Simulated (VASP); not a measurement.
W14S27 (a cell with a defect): single point with PBE+D3(BJ)

The system is W14S27 (a cell with a defect).

```xyz
41
Lattice="7.8852 -2.7315 0.0000 -6.3082 -5.4630 0.0000 0.0000 0.0000 -12.1448" Properties=species:S:1:pos:R:3 pbc="T T T"
W    -3.1541   -3.6420   -3.0438
W    -0.0002   -3.6419   -3.0429
W     6.3077   -3.6421   -3.0424
W     3.1541   -3.6423   -3.0429
W     1.5773   -0.9104   -3.0429
W     1.5774   -6.3739   -3.0424
W    -1.5769   -6.3731   -3.0424
W    -1.6254   -4.5222   -9.0761
W     1.5904   -4.5658   -9.1133
W    -0.0182   -1.8259   -9.1133
W     4.7290   -4.6096   -9.0761
W     3.1589   -1.8028   -9.1133
W    -4.6806   -4.5258   -9.0761
W     0.0000   -7.2841   -9.1477
S    -0.0483   -3.6460  -10.6665
S     6.2668   -3.7050  -10.6784
S     3.1817   -3.6818  -10.6665
S     1.5977   -0.8667  -10.6665
S     1.6522   -6.3779  -10.6784
S    -1.6109   -6.3063  -10.6784
S    -1.5771   -4.5524   -4.6135
S     1.5766   -4.5530   -4.6125
S    -0.0002   -1.8204   -4.6125
S     4.7310   -4.5527   -4.6135
S     3.1547   -1.8212   -4.6125
S    -4.7310   -4.5525   -4.6135
S     0.0000   -7.2841   -4.6124
S    -3.1541   -3.6420   -7.4800
S    -0.0084   -3.6570   -7.5365
S     6.2856   -3.6314   -7.5476
S     3.1712   -3.6418   -7.5365
S     1.5682   -0.8958   -7.5365
S     1.5791   -6.3984   -7.5476
S    -1.5566   -6.3593   -7.5476
S    -1.5773   -4.5517   -1.4711
S     1.5770   -4.5529   -1.4682
S    -0.0003   -1.8208   -1.4682
S     4.7306   -4.5532   -1.4711
S     3.1544   -1.8208   -1.4682
S    -4.7303   -4.5527   -1.4711
S     0.0000   -7.2841   -1.4677
```

This cell differs from its parent crystal: atoms taken out, then relaxed in part.

| Quantity | Value |
| --- | --- |
| Program | VASP 6.6.1 |
| Task | single point |
| Functional | PBE |
| Dispersion | D3(BJ) |
| Potentials or basis | VASP PAW PBE potentials, release 64 (W_sv, S) |
| Cutoff | 520 eV |
| k mesh | 2 × 2 × 2 |
| Occupations | gaussian, width 0.01 eV |
| Spin | collinear spin |

- Largest force: 0.017 eV/Å
- Net moment: 0.00 μB per cell
- Valence electrons inside the program's atomic spheres: W 12.03, 12.02, 11.97, 12.01, 11.99 (each value once); S 3.71, 3.72 (each value once)
- Dispersion energy per atom: -0.426 eV

Forces in eV/Å, atoms in the order of the input:
```
W    0.000  0.000 -0.001
W   -0.003 -0.002  0.001
W    0.000  0.001  0.002
W    0.003 -0.001  0.001
W   -0.001  0.003  0.001
W   -0.001  0.000  0.002
W    0.001 -0.001  0.002
W    0.011  0.006  0.011
W   -0.005  0.008  0.003
W    0.010  0.001  0.003
W   -0.011  0.006  0.011
W   -0.004 -0.009  0.003
W    0.000 -0.012  0.011
W    0.000  0.000  0.010
S    0.005  0.000 -0.004
S    0.004  0.005 -0.012
S   -0.002  0.004 -0.004
S   -0.003 -0.004 -0.004
S   -0.007  0.001 -0.012
S    0.002 -0.006 -0.012
S   -0.001  0.000 -0.002
S    0.000  0.000  0.001
S    0.000  0.000  0.001
S    0.000 -0.001 -0.002
S    0.000  0.000  0.001
S    0.001  0.000 -0.002
S    0.000  0.000  0.002
S    0.000  0.000  0.012
S   -0.002 -0.001 -0.006
S    0.000  0.001 -0.002
S    0.002 -0.001 -0.006
S    0.000  0.002 -0.006
S   -0.001  0.000 -0.002
S    0.000 -0.001 -0.002
S   -0.001  0.001  0.004
S    0.000  0.000 -0.003
S    0.000  0.000 -0.003
S    0.000 -0.001  0.004
S    0.000  0.000 -0.003
S    0.001  0.001  0.004
S    0.000  0.000 -0.004
```

Levels at points of the mesh, in eV from the Fermi level:
Spin up:
| k point | band 175 | band 176 | band 177 | band 178 | band 179 | band 180 | band 181 | band 182 |
| --- | --- | --- | --- | --- | --- | --- | --- | --- |
| (0.00, 0.00, 0.00) | -0.54 | -0.54 | -0.39 | 0.02 | 0.83 | 1.58 | 1.58 | 2.15 |
| (0.50, 0.00, 0.00) | -0.26 | -0.18 | -0.10 | -0.04 | -0.02 | 1.41 | 1.58 | 2.21 |
| (0.00, 0.00, 0.50) | -0.55 | -0.55 | -0.29 | 0.52 | 0.63 | 1.59 | 1.59 | 2.38 |
| (0.50, 0.00, 0.50) | -0.17 | -0.17 | -0.09 | -0.09 | -0.09 | 1.40 | 1.62 | 2.44 |
Spin down:
```
           k point  band 175  band 176  band 177  band 178  band 179  band 180  band 181  band 182
(0.00, 0.00, 0.00)     -0.54     -0.54     -0.39      0.02      0.83      1.58      1.58      2.15
(0.50, 0.00, 0.00)     -0.26     -0.18     -0.10     -0.04     -0.02      1.41      1.58      2.21
(0.00, 0.00, 0.50)     -0.55     -0.55     -0.29      0.52      0.63      1.59      1.59      2.38
(0.50, 0.00, 0.50)     -0.17     -0.17     -0.09     -0.09     -0.09      1.40      1.62      2.44
```

Wall time 4.2 min on 1 × NVIDIA H100 80GB with 1 thread of AMD EPYC 7R13 Processor (Zen 3) (shared host), peak memory 2.2 GiB.

Caveat: the k points lie up to 0.43 Å⁻¹ apart; the cell carries a net charge on a neutralising background, which shifts energy and pressure; the cell differs from its parent crystal (atoms taken out, then relaxed in part); the cell is charged against a uniform background, so pressure and absolute levels hang on convention; spin-orbit coupling is left out, which moves the levels of the heavy elements.
